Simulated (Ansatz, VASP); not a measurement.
# CoSi: VASP beside Ansatz

File INCAR:

```
PREC = Accurate
ENCUT = 600
EDIFF = 1E-6
ISMEAR = -1
SIGMA = 0.05
LREAL = F
LASPH = T
NELM = 80
ALGO = Normal
ISIF = 3
LWAVE = F
LCHARG = F
IBRION = 2
NSW = 80
EDIFFG = -0.003
```

The input KPOINTS:

```
regular mesh
0
Gamma
  8 8 8
```

POSCAR

```
CoSi
1.0
    4.4450000000      0.0000000000      0.0000000000
    0.0000000000      4.4450000000      0.0000000000
    0.0000000000      0.0000000000      4.4450000000
Co Si
4 4
Direct
    0.1440000000      0.1440000000      0.1440000000
    0.6440000000      0.3560000000      0.8560000000
    0.8560000000      0.6440000000      0.3560000000
    0.3560000000      0.8560000000      0.6440000000
    0.8430000000      0.8430000000      0.8430000000
    1.3430000000     -0.3430000000      0.1570000000
    0.1570000000      1.3430000000     -0.3430000000
   -0.3430000000      0.1570000000      1.3430000000
```

Input for Ansatz:

```yaml
crystal:
  lattice:
    - [4.445, 0.0, 0.0]
    - [0.0, 4.445, 0.0]
    - [0.0, 0.0, 4.445]
  atoms:
    - { symbol: Co, position: [0.144, 0.144, 0.144] }
    - { symbol: Co, position: [0.644, 0.356, 0.856] }
    - { symbol: Co, position: [0.856, 0.644, 0.356] }
    - { symbol: Co, position: [0.356, 0.856, 0.644] }
    - { symbol: Si, position: [0.843, 0.843, 0.843] }
    - { symbol: Si, position: [1.343, -0.343, 0.157] }
    - { symbol: Si, position: [0.157, 1.343, -0.343] }
    - { symbol: Si, position: [-0.343, 0.157, 1.343] }
scf:
  occupations: { method: fermi_dirac, width: 0.05 }
output:
  forces: true
  stress: true
hamiltonian:
  xc: lda
relax:
  f_tol: 0.003
  cell: { stress_tol: 0.03 }
kpoints:
  mp_grid: { grid: [8, 8, 8] }
```

Alike in both runs: task relaxation of cell and atoms; functional LDA; k mesh 8 × 8 × 8; occupations fermi-dirac, width 0.05 eV; no spin polarisation.

```csv
,VASP,Ansatz
version,VASP 6.6.1,Ansatz 0.2.0
potentials or method,"VASP PAW LDA potentials, release 64 (Co, Si)","scalar-relativistic, plane waves, PAW"
plane-wave cutoff (eV),600,420
valence electrons in the cell,52,84
```

Ansatz gave:

```
relaxed volume (Å³/atom)                                     : 10.29
relaxed cell length with the largest relative difference (Å) : 4.350
```

Task: Estimate VASP's values.

Result: Relaxed volume (Å³/atom): 10.31; relaxed cell length with the largest relative difference (Å): 4.353.

LDA's correlation is that of Perdew and Zunger in VASP and of Perdew and Wang (1992) in Ansatz. VASP's potentials hold 52 valence electrons a cell and Ansatz's 84, so a difference there can come from the potentials and not from the codes.
